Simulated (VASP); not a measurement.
# ScF3 (Pm-3m) in VASP: further runs

ScF3 is run at these levels: LDA; tasks: electric field gradients.

Everything below comes from runs of VASP 6.6.1. Logs are shortened: lines on timing, memory, paths and dates and some standing lists are left out, and cuts for length are marked.

## (1) The cell of the first run

The structure is cubic, space group Pm-3m (No. 221). The conventional cell has a = 3.931 Å, b = 3.931 Å, c = 3.931 Å, α = 90.00°, β = 90.00°, γ = 90.00°. Within 2.6 Å of Sc (site symmetry m-3m) lie 6 F at 1.97 Å. F (site symmetry 4/mmm) has 2 Sc at 1.97 Å within 2.6 Å.

## (2) Electric field gradients, LDA (volume scaled by 0.94)

INCAR

```
  PREC = Accurate
  ENCUT = 520
  EDIFF = 1E-8
  ISMEAR = -1
  SIGMA = 0.02
  LREAL = False
  LASPH = True
  NELM = 100
  ALGO = Normal
  ISIF = 2
  LWAVE = False
  LCHARG = False
  LEFG = True
  NBANDS = 24
```

KPOINTS

```
Automatic mesh
0
Gamma
  6 6 6
```

POSCAR

```
ScF3
1.0
    3.9305402819      0.0000000000      0.0000000000
    0.0000000000      3.9305402819      0.0000000000
    0.0000000000      0.0000000000      3.9305402819
Sc F
1 3
Direct
    0.0000000000      0.0000000000      0.0000000000
    0.5000000000      0.0000000000      0.0000000000
    0.0000000000      0.5000000000      0.0000000000
    0.0000000000      0.0000000000      0.5000000000
```

Potentials or basis: VASP PAW LDA potentials, release 64 (Sc_sv, F).

The run is started by

```bash
cat potpaw_LDA.64/Sc_sv/POTCAR potpaw_LDA.64/F/POTCAR > POTCAR
mpirun -np 1 vasp_std > vasp.out
```

OUTCAR:

```text
PREC = Accurate
   ENCUT = 520
   EDIFF = 1E-8
   ISMEAR = -1
   LREAL = False
   LASPH = True
   NELM = 100
   ISIF = 2

 ion  position               nearest neighbor table
   1  0.000  0.000  0.000-   2 1.97   3 1.97   4 1.97   4 1.97   3 1.97   2 1.97
   2  0.500  0.000  0.000-   1 1.97   1 1.97
   3  0.000  0.500  0.000-   1 1.97   1 1.97
   4  0.000  0.000  0.500-   1 1.97   1 1.97

  LATTYP: Found a simple cubic cell.
 ALAT       =     3.9305402819

  Lattice vectors:

 A1 = (   3.9305402819,   0.0000000000,   0.0000000000)
 A2 = (   0.0000000000,   3.9305402819,   0.0000000000)
 A3 = (   0.0000000000,   0.0000000000,   3.9305402819)

Analysis of symmetry for initial positions (statically):
=====================================================================
 Subroutine PRICEL returns:
 Original cell was already a primitive cell.

 Routine SETGRP: Setting up the symmetry group for a
 simple cubic supercell.

 Subroutine GETGRP returns: Found 48 space group operations
 (whereof 48 operations were pure point group operations)
 out of a pool of 48 trial point group operations.

The static configuration has the point symmetry O_h .

Analysis of symmetry for dynamics (positions and initial velocities):
=====================================================================
 Subroutine PRICEL returns:
 Original cell was already a primitive cell.

 Routine SETGRP: Setting up the symmetry group for a
 simple cubic supercell.

 Subroutine GETGRP returns: Found 48 space group operations
 (whereof 48 operations were pure point group operations)
 out of a pool of 48 trial point group operations.

The dynamic configuration has the point symmetry O_h .

 Subroutine INISYM returns: Found 48 space group operations
 (whereof 48 operations are pure point group operations),
 and found     1 'primitive' translations

----------------------------------------------------------------------------------------

                                     Primitive cell

  volume of cell :      60.7235

  direct lattice vectors                    reciprocal lattice vectors
     3.930540282  0.000000000  0.000000000     0.254417950  0.000000000  0.000000000
     0.000000000  3.930540282  0.000000000     0.000000000  0.254417950  0.000000000
     0.000000000  0.000000000  3.930540282     0.000000000  0.000000000  0.254417950

  length of vectors
     3.930540282  3.930540282  3.930540282     0.254417950  0.254417950  0.254417950

  position of ions in fractional coordinates (direct lattice)
     0.000000000  0.000000000  0.000000000
     0.500000000  0.000000000  0.000000000
     0.000000000  0.500000000  0.000000000
     0.000000000  0.000000000  0.500000000

  ion indices of the primitive-cell ions
   primitive index   ion index
                 1           1
                 2           2
                 3           3
                 4           4

----------------------------------------------------------------------------------------

 KPOINTS: Automatic mesh

Automatic generation of k-mesh.
 Grid dimensions read from file:
 generate k-points for:    6    6    6

 Generating k-lattice:

  Cartesian coordinates                     Fractional coordinates (reciprocal lattice)
     0.042402992  0.000000000  0.000000000     0.166666667  0.000000000  0.000000000
     0.000000000  0.042402992  0.000000000     0.000000000  0.166666667  0.000000000
     0.000000000  0.000000000  0.042402992     0.000000000  0.000000000  0.166666667

  Length of vectors
     0.042402992  0.042402992  0.042402992

  Shift w.r.t. Gamma in fractional coordinates (k-lattice)
     0.000000000  0.000000000  0.000000000

 Subroutine IBZKPT returns following result:
 ===========================================

 Found     20 irreducible k-points:

 Following reciprocal coordinates:
            Coordinates               Weight
  0.000000  0.000000  0.000000      1.000000
  0.166667  0.000000  0.000000      6.000000
  0.333333  0.000000  0.000000      6.000000
  0.500000  0.000000  0.000000      3.000000
  0.166667  0.166667  0.000000     12.000000
  0.333333  0.166667  0.000000     24.000000
[... 12 lines left out ...]
  0.500000  0.500000  0.333333      6.000000
  0.500000  0.500000  0.500000      1.000000
   k-points           NKPTS =     20   k-points in BZ     NKDIM =     20   number of bands    NBANDS=     24
   number of dos      NEDOS =    301   number of ions     NIONS =      4
   total plane-waves  NPLWV =  27000
   dimension x,y,z NGX =    30 NGY =   30 NGZ =   30
   dimension x,y,z NGXF=    60 NGYF=   60 NGZF=   60
   ions per type =               1   3
   NGX,Y,Z   is equivalent  to a cutoff of  12.69, 12.69, 12.69 a.u.
   NGXF,Y,Z  is equivalent  to a cutoff of  25.38, 25.38, 25.38 a.u.
 SYSTEM =  unknown system
   PREC   = accura    normal or accurate (medium, high low for compatibility)
   ISTART =      0    job   : 0-new  1-cont  2-samecut
   ICHARG =      2    charge: 1-file 2-atom 10-const
   ISPIN  =      1    spin polarized calculation?
   LNONCOLLINEAR =      F non collinear calculations
   LSORBIT =      F    spin-orbit coupling
   LASPH  =      T    aspherical Exc in radial PAW
   ENCUT  =  520.0 eV  38.22 Ry    6.18 a.u.   7.31  7.31  7.31*2*pi/ulx,y,z
   NELM   =    100;   NELMIN=  2; NELMDL= -5     # of ELM steps
   EDIFF  = 0.1E-07   stopping-criterion for ELM
   LREAL  =      F    real-space projection
   EDIFFG = 0.1E-06   stopping-criterion for IOM
   NSW    =      0    number of steps for IOM
   IBRION =     -1    ionic relax: 0-MD 1-quasi-New 2-CG
   NFREE  =      0    steps in history (QN), initial steepest desc. (CG)
   ISIF   =      2    stress and relaxation
   ISYM   =      2    0-nonsym 1-usesym 2-fastsym
   POTIM  = 0.5000    time-step for ionic-motion
   TEBEG  =    0.0;   TEEND  =   0.0 temperature during run
   PSTRESS=    0.0 pullay stress
   NELECT =      32.0000    total number of electrons
   NUPDOWN=      -1.0000    fix difference up-down
   EMIN   =  10.00;   EMAX   =-10.00  energy-range for DOS
   EFERMI =   0.00;   METHOD = LEGACY
   ISMEAR =    -1;   SIGMA  =   0.02  broadening in eV -4-tet -1-fermi 0-gaus
   EFERMI_NEDOS =   21; number of points for ismear=-14 and -15
   IALGO  =     38    algorithm
   IMIX   =      4    mixing-type and parameters
     AMIX     =   0.40;   BMIX     =  1.00
     AMIX_MAG =   1.60;   BMIX_MAG =  1.00
  volume/ion in A,a.u.               =      15.18       102.45
  Fermi-wavevector in a.u.,A,eV,Ry     =   1.322328  2.498838 23.790490  1.748552
  Thomas-Fermi vector in A             =   2.452017
   LORBIT       =      0    0 simple, 1 ext, 2 COOP (PROOUT), +10 PAW based schemes
   GGA     = CA    functional components
   LHFCALC =     F    Hartree Fock is set to
   AEXX    =    0.0000 exact exchange contribution
   IVDW    =     0    specifies the selected vdW correction
   LEPSILON=     F    determine dielectric tensor
   LRPA    =     F    only Hartree local field effects (RPA)
 non-spin polarized calculation
  energy-cutoff  :      520.00
  volume of cell :       60.72
 maximum number of plane-waves:      1659
 NGX is ok and might be reduce to    30
   NGX = 15   NGY = 15   NGZ = 15

 number of electron      31.9999973 magnetization

 Free energy of the ion-electron system (eV)
  ---------------------------------------------------
  ext. energy  EPLUGINS =         0.00000000
  ---------------------------------------------------
  free energy    TOTEN  =       -29.54881214 eV

  energy without entropy =      -29.54881214  energy(sigma->0) =      -29.54881214

 E-fermi :  -3.0893     XC(G=0):  -9.1522

 val. band max:       -3.5716917990   @ k =   0.5000   0.5000   0.5000
 cond. band min:       2.9213426645   @ k =   0.0000   0.0000   0.0000
 fundamental gap:      6.4930344635
 Fermi energy:        -3.0892727999

 k-point     1 :       0.0000    0.0000    0.0000
  band No.  band energies     occupation
      1     -48.4331      2.00000
      2     -27.5349      2.00000
      3     -27.5349      2.00000
      4     -27.5349      2.00000
      5     -23.3521      2.00000
      6     -23.0634      2.00000
[... 529 lines left out ...]
     23      11.8787      0.00000
     24      11.8788      0.00000

------------------------ aborting loop because EDIFF is reached ----------------------------------------

  FORCE on cell =-STRESS in cart. coord.  units (eV):
  Direction    XX          YY          ZZ          XY          YZ          ZX
  --------------------------------------------------------------------------------------
  -------------------------------------------------------------------------------------
  Total        1.7341059      1.7341059      1.7341059     -0.0000000     -0.0000000      0.0000000
  in kB       45.7540384     45.7540384     45.7540384     -0.0000000     -0.0000000      0.0000000
  external PRESSURE =      45.7540384 kB  Pullay stress =       0.0000000 kB

 VOLUME and BASIS-vectors are now :
 -----------------------------------------------------------------------------
  energy-cutoff  :      520.00
  volume of cell :       60.72
      direct lattice vectors                 reciprocal lattice vectors
     3.930540282  0.000000000  0.000000000     0.254417950  0.000000000  0.000000000
     0.000000000  3.930540282  0.000000000     0.000000000  0.254417950  0.000000000
     0.000000000  0.000000000  3.930540282     0.000000000  0.000000000  0.254417950

 POSITION                                       TOTAL-FORCE (eV/Angst)
 -----------------------------------------------------------------------------------
      0.00000      0.00000      0.00000         0.000000      0.000000      0.000000
      1.96527      0.00000      0.00000         0.000000      0.000000      0.000000
      0.00000      1.96527      0.00000         0.000000      0.000000      0.000000
      0.00000      0.00000      1.96527         0.000000      0.000000      0.000000
 -----------------------------------------------------------------------------------
    total drift:                                0.000000      0.000000      0.000000

  FREE ENERGIE OF THE ION-ELECTRON SYSTEM (eV)
  ---------------------------------------------------
  free  energy   TOTEN  =       -29.5488121443 eV

  energy  without entropy=      -29.5488121443  energy(sigma->0) =      -29.54881214

 Electric field gradients (V/A^2)
---------------------------------------------------------------------
 ion       V_xx      V_yy      V_zz      V_xy      V_xz      V_yz
---------------------------------------------------------------------
   1      -0.000    -0.000    -0.000     0.000     0.000    -0.000
   2      45.600   -22.800   -22.800     0.000    -0.000     0.000
   3     -22.800    45.600   -22.800     0.000     0.000    -0.000
   4     -22.800   -22.800    45.600     0.000     0.000    -0.000
---------------------------------------------------------------------

 Electric field gradients after diagonalization (V/A^2)
 (convention: |V_zz| > |V_xx| > |V_yy|)
----------------------------------------------------------------------
 ion       V_xx      V_yy      V_zz     asymmetry (V_yy - V_xx)/ V_zz
----------------------------------------------------------------------
   1      -0.000    -0.000    -0.000      -0.076
   2     -22.800   -22.800    45.600       0.000
   3     -22.800   -22.800    45.600       0.000
   4     -22.800   -22.800    45.600       0.000
----------------------------------------------------------------------

           NMR quadrupolar parameters

 Cq : quadrupolar parameter    Cq=e*Q*V_zz/h
 eta: asymmetry parameters     (V_yy - V_xx)/ V_zz
 Q  : nuclear electric quadrupole moment in mb (millibarn)
----------------------------------------------------------------------
 ion       Cq(MHz)       eta       Q (mb)
----------------------------------------------------------------------
   1      -0.000      -0.076       1.000
   2       0.110       0.000       1.000
   3       0.110       0.000       1.000
   4       0.110       0.000       1.000
----------------------------------------------------------------------
```

Wall time 39 s (1 thread of Intel Xeon Platinum 8175M at 2.50GHz (Skylake/Cascade Lake), shared host); peak memory 0.16 GiB.

Results:

* Free energy: -29.5488 eV
* Pressure: 4.6 GPa
* Band gap on the k mesh: 6.49 eV, indirect (least direct gap 7.02 eV)

Electric field gradients, principal values (V/Å²):
| atom | least | middle | greatest (by size) |
| --- | --- | --- | --- |
| 1 Sc | 0.000 | 0.000 | 0.000 |
| 2 F | -22.800 | -22.800 | 45.600 |
| 3 F | -22.800 | -22.800 | 45.600 |
| 4 F | -22.800 | -22.800 | 45.600 |

Caveat: without QUAD_EFG the Cq values of the log hold for a quadrupole moment of 1 mb, not for the nuclei. A k mesh can miss the band edges.

## (3) Electric field gradients, LDA (volume scaled by 0.94)

INCAR

```
PREC     = Accurate       # precision mode
ENCUT    = 520            # plane-wave cutoff, eV
EDIFF    = 1E-8           # SCF threshold, eV
ISMEAR   = -1             # smearing method
SIGMA    = 0.02           # smearing width, eV
LREAL    = F              # projectors in reciprocal space
LASPH    = T              # aspherical terms in the spheres
NELM     = 80             # most SCF steps
ALGO     = Normal         # electronic algorithm
ISIF     = 2              # what is computed and relaxed
LWAVE    = F              # write WAVECAR
LCHARG   = F              # write CHGCAR
GGA      = CA             # functional
LEFG     = T            
NBANDS   = 24             # bands
```

KPOINTS is that of step 2.

POSCAR is that of step 2.

Potentials or basis: VASP PAW LDA potentials, release 64 (Sc_sv, F).

The run is started by

```bash
cat potpaw_LDA.64/Sc_sv/POTCAR potpaw_LDA.64/F/POTCAR > POTCAR
mpirun -np 1 vasp_std > vasp.out
```

OUTCAR:

```text
PREC = Accurate
   ENCUT = 520
   EDIFF = 1E-8
   ISMEAR = -1
   LREAL = F
   LASPH = T
   NELM = 80
   ISIF = 2
   GGA = CA

 ion  position               nearest neighbor table
   1  0.000  0.000  0.000-   2 1.97   3 1.97   4 1.97   4 1.97   3 1.97   2 1.97
   2  0.500  0.000  0.000-   1 1.97   1 1.97
   3  0.000  0.500  0.000-   1 1.97   1 1.97
   4  0.000  0.000  0.500-   1 1.97   1 1.97

  LATTYP: Found a simple cubic cell.
 ALAT       =     3.9305402819

  Lattice vectors:

 A1 = (   3.9305402819,   0.0000000000,   0.0000000000)
[... 759 lines left out ...]
 ion       V_xx      V_yy      V_zz      V_xy      V_xz      V_yz
---------------------------------------------------------------------
   1      -0.000    -0.000    -0.000     0.000     0.000    -0.000
   2      45.600   -22.800   -22.800     0.000    -0.000     0.000
   3     -22.800    45.600   -22.800     0.000     0.000    -0.000
   4     -22.800   -22.800    45.600     0.000     0.000    -0.000
---------------------------------------------------------------------

 Electric field gradients after diagonalization (V/A^2)
 (convention: |V_zz| > |V_xx| > |V_yy|)
----------------------------------------------------------------------
 ion       V_xx      V_yy      V_zz     asymmetry (V_yy - V_xx)/ V_zz
----------------------------------------------------------------------
   1      -0.000    -0.000    -0.000      -0.076
   2     -22.800   -22.800    45.600       0.000
   3     -22.800   -22.800    45.600       0.000
   4     -22.800   -22.800    45.600       0.000
----------------------------------------------------------------------

           NMR quadrupolar parameters

 Cq : quadrupolar parameter    Cq=e*Q*V_zz/h
 eta: asymmetry parameters     (V_yy - V_xx)/ V_zz
 Q  : nuclear electric quadrupole moment in mb (millibarn)
----------------------------------------------------------------------
 ion       Cq(MHz)       eta       Q (mb)
----------------------------------------------------------------------
   1      -0.000      -0.076       1.000
   2       0.110       0.000       1.000
   3       0.110       0.000       1.000
   4       0.110       0.000       1.000
----------------------------------------------------------------------
```

stdout:

```text
POSCAR found type information on POSCAR ScF
 POSCAR found :  2 types and       4 ions
 scaLAPACK will be used
 LDA part: xc-table for (Slater(with rela. corr.)+CA(PZ))
 , standard interpolation
 POSCAR, INCAR and KPOINTS ok, starting setup
 FFT: planning ... GRIDC
 FFT: planning ... GRID_SOFT
 FFT: planning ... GRID
 WAVECAR not read
 entering main loop
ion   1

ion   2

ion   3

ion   4
```

It took 36 s on 1 thread of Intel Xeon Platinum 8175M at 2.50GHz (Skylake/Cascade Lake), shared host; peak memory 0.16 GiB.

What came out:

| Quantity | Value |
| --- | --- |
| Free energy | -29.5488 eV |
| Pressure | 4.6 GPa |
| Band gap on the k mesh | 6.49 eV, indirect (least direct gap 7.02 eV) |

Levels at points of the mesh, in eV from the valence-band top:
```
           k point  band 14  band 15  band 16  band 17  band 18  band 19
(0.00, 0.00, 0.00)    -0.53    -0.53    -0.53     6.49     6.49     6.49
(0.50, 0.00, 0.00)    -0.79    -0.56    -0.56     6.54     7.54     7.54
(0.50, 0.50, 0.00)    -1.06    -1.06    -0.01     7.58     7.58     8.31
(0.50, 0.50, 0.50)     0.00     0.00     0.00     8.37     8.37     8.37
```

Electric field gradients, principal values (V/Å²):
```tsv
atom	least	middle	greatest (by size)
1 Sc	0.000	0.000	0.000
2 F	-22.800	-22.800	45.600
3 F	-22.800	-22.800	45.600
4 F	-22.800	-22.800	45.600
```

Caveat: without QUAD_EFG the Cq values of the log hold for a quadrupole moment of 1 mb, not for the nuclei.
